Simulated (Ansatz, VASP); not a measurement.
MoS2: VASP beside Ansatz

```
CELL_PARAMETERS angstrom
3.18413 0.00000 0.00000
-1.59206 2.75753 0.00000
0.00000 0.00000 35.43725
ATOMIC_POSITIONS crystal
S 0.33333 0.66667 0.21164
S 0.33333 0.66667 0.29920
S 0.33333 0.66667 0.70080
S 0.33333 0.66667 0.78836
Mo 0.00000 0.00000 0.25542
Mo 0.00000 0.00000 0.74458
```

Alike in both runs: task single point; functional LDA; k mesh 10 × 10 × 1; occupations fermi-dirac, width 0.05 eV; no spin polarisation.

```csv
,VASP,Ansatz
version,VASP 6.6.1,Ansatz 0.2.0
potentials or method,"VASP PAW LDA potentials, release 64 (S, Mo_sv), cutoff 520 eV","all-electron LAPW, scalar-relativistic"
```

|  | VASP | Ansatz | Ansatz less VASP |
| --- | --- | --- | --- |
| gap on the k mesh at the Fermi level (eV) | 1.74 | 1.73 | -0.008 |
| least direct gap on the mesh (eV) | 1.93 | 1.92 | -0.005 |
| rms of the force components (eV/Å) | 0.178 | 0.184 | +0.0059 |

LDA's correlation is that of Perdew and Zunger in VASP and of Perdew and Wang (1992) in Ansatz. Ansatz ran all-electron here, and VASP with PAW potentials.
